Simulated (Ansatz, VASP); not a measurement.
# AlPt in VASP and in Ansatz

```
Al Pt
1.0
     3.09155   -0.15458    0.00000
    -0.15458    3.09155    0.00000
     0.00000    0.00000    3.09155
Al Pt
1 1
Direct
  0.00000 0.00000 0.00000
  0.50000 0.50000 0.50000
```

Change from the starting cell: strain -0.1000 x Voigt [0, 0, 0, 0, 0, 1], atoms carried along.

Alike in both runs: task single point; functional r2SCAN; k mesh 16 × 16 × 16; occupations gaussian, width 0.15 eV; no spin polarisation.

|  | VASP | Ansatz |
| --- | --- | --- |
| version | VASP 6.6.1 | Ansatz 0.2.0 |
| potentials or method | VASP PAW PBE potentials, release 64 (Al, Pt), cutoff 520 eV | scalar-relativistic, plane waves, PAW |
| valence electrons in the cell | 13 | 21 |

VASP gave:

| Property | Result |
| --- | --- |
| gap on the k mesh at the Fermi level (eV) | none |
| pressure (GPa) | -2.9 |
| traceless stress, the component that is largest in VASP (GPa) | 8.10 |

Q: Which values does Ansatz return?

A: gap on the k mesh at the Fermi level (eV): none; pressure (GPa): -2.7; traceless stress, the component that is largest in VASP (GPa): 8.03.

VASP's potentials were made for PBE, not for r2SCAN. A gap of «none» marks a metal or a gap that the smearing closes. VASP's potentials hold 13 valence electrons a cell and Ansatz's 21, so a difference there can come from the potentials and not from the codes.

Neither program's run includes spin-orbit coupling.
